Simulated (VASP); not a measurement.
LiF: single point with PBE

Crystal: LiF.

```
CELL_PARAMETERS angstrom
0.00000 2.05472 2.05472
2.05472 0.00000 2.05472
2.05472 2.05472 0.00000
ATOMIC_POSITIONS crystal
Li 0.00000 0.00000 0.00000
F 0.50000 0.50000 0.50000
```

This cell differs from its parent crystal: strain +3.0%.

| Quantity | Value |
| --- | --- |
| Program | VASP 6.6.1 |
| Task | single point |
| Functional | PBE |
| Potentials or basis | VASP PAW PBE potentials, release 64 (Li_sv, F) |
| Cutoff | 520 eV |
| k mesh | 6 × 6 × 6 |
| Occupations | gaussian, width 0.01 eV |
| Spin | no spin polarisation |
| Dipole correction | no |
| Further INCAR settings | ALGO = Normal; EDIFF = 1e-07; NBANDS = 12 |

| Item | Value |
| --- | --- |
| Band gap on the k mesh | 8.57 eV |

Levels at points of the mesh, in eV from the valence-band top:
| k point | band 3 | band 4 | band 5 | band 6 | band 7 | band 8 |
| --- | --- | --- | --- | --- | --- | --- |
| (0.00, 0.00, 0.00) | 0.00 | 0.00 | 0.00 | 8.57 | 23.18 | 23.18 |
| (0.50, 0.00, 0.00) | -2.34 | -0.21 | -0.21 | 10.46 | 16.04 | 18.42 |
| (0.50, 0.50, 0.00) | -2.76 | -0.91 | -0.91 | 14.26 | 16.19 | 16.73 |

Wall time 2.2 s on 1 thread of Intel(R) Xeon(R) 6975P-C (Granite Rapids), with other jobs on the host, peak memory 0.12 GiB.

Caveat: the k points lie up to 0.44 Å⁻¹ apart; the cell differs from its parent crystal (strain +3.0%).
